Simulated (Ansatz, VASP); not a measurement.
Two plane-wave programs on Sb2Pt

INCAR

```
PREC = Accurate ; ENCUT = 600
EDIFF = 1E-6 ; ISMEAR = 0
SIGMA = 0.1 ; LREAL = F
LASPH = T ; NELM = 60
ALGO = Normal ; ISIF = 3
LWAVE = F ; LCHARG = F
GGA = PE ; IBRION = 2
NSW = 100 ; EDIFFG = -0.01
```

Contents of KPOINTS:

```
Automatic mesh
0
Gamma
  12 12 12
```

POSCAR

```
Sb2Pt
1.0
    0.0000000000      3.3238608951      3.3238608951
    3.3238608951      0.0000000000      3.3238608951
    3.3238608951      3.3238608951      0.0000000000
Sb Pt
2 1
Direct
    0.2500000000      0.2500000000      0.2500000000
    0.7500000000      0.7500000000      0.7500000000
    0.0000000000      0.0000000000      0.0000000000
```

Input for Ansatz:

```yaml
crystal:
  lattice:
    - [0.0, 3.3238608951, 3.3238608951]
    - [3.3238608951, 0.0, 3.3238608951]
    - [3.3238608951, 3.3238608951, 0.0]
  atoms:
    - { symbol: Sb, position: [0.25, 0.25, 0.25] }
    - { symbol: Sb, position: [0.75, 0.75, 0.75] }
    - { symbol: Pt, position: [0.0, 0.0, 0.0] }
basis:
  ecutwfc: 420
kpoints:
  mp_grid: { grid: [12, 12, 12] }
hamiltonian:
  xc: pbe
scf:
  occupations: { method: gaussian, width: 0.1 }
output:
  forces: true
  stress: true
  eigenvalues: true
relax:
  adjacent_minimum: "off"
  f_tol: 0.01
  max_steps: 80
  cell: { stress_tol: 0.05 }
```

Alike in both runs: task relaxation of cell and atoms; functional PBE; k mesh 12 × 12 × 12; occupations gaussian, width 0.1 eV; no spin polarisation.

```csv
,VASP,Ansatz
version,VASP 6.6.1,Ansatz 0.2.0
potentials or method,"VASP PAW PBE potentials, release 64 (Sb, Pt), cutoff 600 eV","scalar-relativistic, plane waves, PAW"
valence electrons in the cell,20,48
```

|  | VASP | Ansatz | Ansatz less VASP |
| --- | --- | --- | --- |
| gap on the k mesh at the Fermi level, each at its own relaxed structure (eV) | none | none | - |
| relaxed volume (Å³/atom) | 24.37 | 24.43 | +0.059 |
| relaxed length of the cell vector where the two differ most in proportion (Å) | 4.693 | 4.697 | +0.0038 |

A gap of «none» marks a metal or a gap that the smearing closes. VASP's potentials hold 20 valence electrons a cell and Ansatz's 48, so a difference there can come from the potentials and not from the codes.

Spin-orbit coupling is off throughout.
